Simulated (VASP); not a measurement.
Here is a VASP 6.6.1 calculation.

File INCAR:

```
SYSTEM = N
PREC     = Accurate       ! precision mode
ENCUT    = 520            ! plane-wave cutoff, eV
EDIFF    = 1E-6           ! SCF threshold, eV
ISMEAR   = -1             ! smearing method
SIGMA    = 0.05           ! smearing width, eV
LREAL    = .FALSE.        ! projectors in reciprocal space
LASPH    = .TRUE.         ! aspherical terms in the spheres
NELM     = 80             ! most SCF steps
ALGO     = Normal         ! electronic algorithm
ISIF     = 2              ! what is computed and relaxed
LWAVE    = .FALSE.        ! write WAVECAR
LCHARG   = .FALSE.        ! write CHGCAR
GGA      = PS             ! functional
NBANDS   = 12             ! bands
```

KPOINTS

```
Automatic mesh
0
G
  1 1 1
  0 0 0
```

File POSCAR:

```
N
1.0
   11.0000000000      0.0000000000      0.0000000000
    0.0000000000     11.5000000000      0.0000000000
    0.0000000000      0.0000000000     12.0000000000
N
2
Direct
    0.5000000000      0.5000000000      0.4541670000
    0.5000000000      0.5000000000      0.5458330000
```

Potentials or basis: VASP PAW PBE potentials, release 64 (N).

Command:

```bash
$ cat potpaw_PBE.64/N/POTCAR > POTCAR
$ mpirun -np 1 vasp_gam > vasp.out
```

Q: What does it give for the largest force?

A: 1.864 eV/Å.

Q: What does it give for the band gap on the k mesh?

A: 8.19 eV.

Forces in eV/Å, atoms in the order of the input:
```
N    0.000  0.000 -1.864
N    0.000  0.000  1.864
```

Caveat: the standard files for N, O and F lose accuracy on very short bonds; the PAW data sets were made with another functional, which shifts forces and pressure a little.
